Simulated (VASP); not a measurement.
Runs of VASP 6.6.1 on HfN. The structure is that of space group F-43m (No. 216), or close to it. The cells are those of the table. 

| cell | gap on the mesh (eV) | pressure (GPa) |
| --- | --- | --- |
| a = 3.448 Å, angles 60.0°, 2 atoms | none | (b) |
| a = 3.483 Å, angles 60.0°, 2 atoms | none | -10.9 |
| a = 3.413 Å, angles 60.0°, 2 atoms | none | 0.9 |
| a = 3.517 Å, angles 60.0°, 2 atoms | none | -15.6 |
| a = 3.551 Å, angles 60.0°, 2 atoms | none | (a) |

Alike in all rows: task single point; level PBEsol+D3(BJ); potentials or basis VASP PAW PBE potentials, release 64 (Hf_pv, N); no spin polarisation; k mesh 10 × 10 × 10; cutoff (eV) 520; smearing methfessel-paxton 0.1 eV.

Fill in the values left out.

(a) -19.6; (b) -5.5.

Caveats: three body term missing; the PAW data sets were made with another functional, which shifts forces and pressure a little; spin-orbit coupling is left out, which moves the levels of the heavy elements; pairwise dispersion overbinds metals, which lowers pressure and volume.

A k mesh can miss the band edges, and the runs leave out spin-orbit coupling on Hf.

A gap of «none» marks levels without a gap at the run's occupations.
